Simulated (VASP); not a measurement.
# Nb: single point with PBE

The system is Nb.

```
Nb
1.0
    -1.65556    1.65556    1.65556
     1.65556   -1.65556    1.65556
     1.65556    1.65556   -1.65556
Nb
1
Direct
  0.00000 0.00000 0.00000
```

```yaml
Program: VASP 6.6.1
Task: single point
Functional: PBE
Potentials_or_basis: VASP PAW PBE potentials, release 64 (Nb_sv)
Cutoff: 520 eV
k_mesh: 18 × 18 × 18
Occupations: gaussian, width 0.1 eV
Spin: no spin polarisation
Dipole_correction: no
Further_INCAR_settings: ALGO = Normal; EDIFF = 1e-06; NBANDS = 12
```

| Quantity | Value |
| --- | --- |
| Pressure | -0.3 GPa |

Levels at points of the mesh, in eV from the Fermi level:
| k point | band 2 | band 3 | band 4 | band 5 | band 6 | band 7 | band 8 | band 9 | band 10 | band 11 |
| --- | --- | --- | --- | --- | --- | --- | --- | --- | --- | --- |
| (0.00, 0.00, 0.00) | -29.68 | -29.68 | -29.68 | -5.91 | 0.39 | 0.39 | 0.39 | 3.27 | 3.27 | 14.22 |
| (0.50, 0.00, 0.00) | -31.00 | -30.09 | -29.69 | -3.67 | -1.62 | 2.26 | 3.30 | 3.97 | 6.33 | 11.62 |
| (0.50, 0.50, 0.50) | -30.58 | -30.58 | -30.58 | -3.66 | -3.66 | 5.57 | 5.57 | 5.57 | 9.03 | 9.03 |

It took 18 s on 1 thread of Intel(R) Xeon(R) Platinum 8488C (Sapphire Rapids), on a shared host, peak memory 0.17 GiB.
